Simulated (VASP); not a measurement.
Set up this calculation in VASP 6.6.1, as the native input.

| Quantity | Value |
| --- | --- |
| Task | single point |
| Functional | PBEsol |
| Potentials or basis | VASP PAW PBE potentials, release 64 (W_sv, C) |
| Cutoff | 520 eV |
| k mesh | 16 × 16 × 16 |
| Occupations | gaussian, width 0.1 eV |
| Spin | no spin polarisation |
| Dipole correction | no |
| Further INCAR settings | ALGO = Normal; EDIFF = 1e-06; NBANDS = 16 |

The structure of WC lies in POSCAR:

```
WC
1.0
    0.0000000000      2.1726853742      2.1726853742
    2.1726853742      0.0000000000      2.1726853742
    2.1726853742      2.1726853742      0.0000000000
W C
1 1
Direct
    0.0000000000      0.0000000000      0.0000000000
    0.5000000000      0.5000000000      0.5000000000
```

The input as run:

INCAR

```
SYSTEM = WC
ALGO = Normal
EDIFF = 1E-6
ENCUT = 520
GGA = PS
ISIF = 2
ISMEAR = 0
LASPH = .True.
LCHARG = .False.
LREAL = .False.
LWAVE = .False.
NBANDS = 16
NELM = 60
PREC = Accurate
SIGMA = 0.1
```

KPOINTS

```
k-points
0
Gamma
  16 16 16
  0 0 0
```

Potentials or basis: VASP PAW PBE potentials, release 64 (W_sv, C).

Launch:

```bash
$ cat potpaw_PBE.64/W_sv/POTCAR potpaw_PBE.64/C/POTCAR > POTCAR
$ mpirun -np 1 vasp_std > vasp.out
```

Results of the run:

```yaml
Pressure: 1.1 GPa
Band_gap_on_the_k_mesh: zero (band 9 reaches 13.78 eV, above the bottom of band 10 at 10.53 eV)
```

Caveat: the PAW data sets were made with another functional, which shifts forces and pressure a little; spin-orbit coupling is left out, which moves the levels of the heavy elements.

It took 25 s on 1 thread of Intel(R) Xeon(R) Platinum 8259CL CPU @ 2.50GHz (Skylake/Cascade Lake), on a shared host, peak memory 0.17 GiB.
